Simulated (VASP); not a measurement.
**CdS: relaxation of shape and atoms at fixed volume with PBE**

The system is CdS.

```xyz
4
Lattice="4.2248 0.0000 0.0000 -2.1124 3.6588 0.0000 0.0000 0.0000 6.8731" Properties=species:S:1:pos:R:3 pbc="T T T"
Cd    0.0000    2.4392    0.0286
Cd    2.1124    1.2196    3.4652
S     0.0000    2.4392    2.6175
S     2.1124    1.2196    6.0540
```

```
Program                : VASP 6.6.1
Task                   : relaxation of shape and atoms at fixed volume
Functional             : PBE
Potentials or basis    : VASP PAW PBE potentials, release 64 (Cd, S)
Cutoff                 : 600 eV
k mesh                 : 10 × 10 × 6
Occupations            : gaussian, width 0.05 eV
Spin                   : no spin polarisation
Dipole correction      : no
Further INCAR settings : ALGO = Normal; EDIFF = 1e-06; IBRION = 2; EDIFFG = -0.01; NSW = 60; ISIF = 4
```

- Pressure after relaxing: -0.8 GPa
- Band gap on the k mesh: 1.07 eV

Final structure:
```cif
data_structure
_symmetry_space_group_name_H-M 'P 1'
_symmetry_Int_Tables_number 1
_cell_length_a 4.2248
_cell_length_b 4.2248
_cell_length_c 6.8731
_cell_angle_alpha 90.000
_cell_angle_beta 90.000
_cell_angle_gamma 120.000
_cell_volume 106.24
loop_
_atom_site_label
_atom_site_type_symbol
_atom_site_fract_x
_atom_site_fract_y
_atom_site_fract_z
_atom_site_occupancy
Cd1 Cd 0.33333 0.66667 0.00417 1
Cd2 Cd 0.66667 0.33333 0.50417 1
S1 S 0.33333 0.66667 0.38083 1
S2 S 0.66667 0.33333 0.88083 1
```

Levels at points of the mesh, in eV from the valence-band top:
```csv
k point,band 16,band 17,band 18,band 19,band 20,band 21
"(0.00, 0.00, 0.00)",-0.03,0.00,0.00,1.07,2.70,6.48
"(0.50, 0.00, 0.00)",-1.66,-1.14,-0.67,3.57,3.86,5.13
"(0.00, 0.00, 0.50)",-0.35,-0.35,-0.35,2.71,2.71,6.11
"(0.50, 0.00, 0.50)",-1.19,-1.18,-1.18,3.44,3.44,5.34
```

It took 4.7 min on 1 thread of Oxide Virtual Turin-like Processor (shared host), peak memory 0.29 GiB.

Caveat: the relaxation stopped at its first step, so nothing moved. Expect the measured gap to be larger: semilocal functionals such as PBE lack the derivative discontinuity.
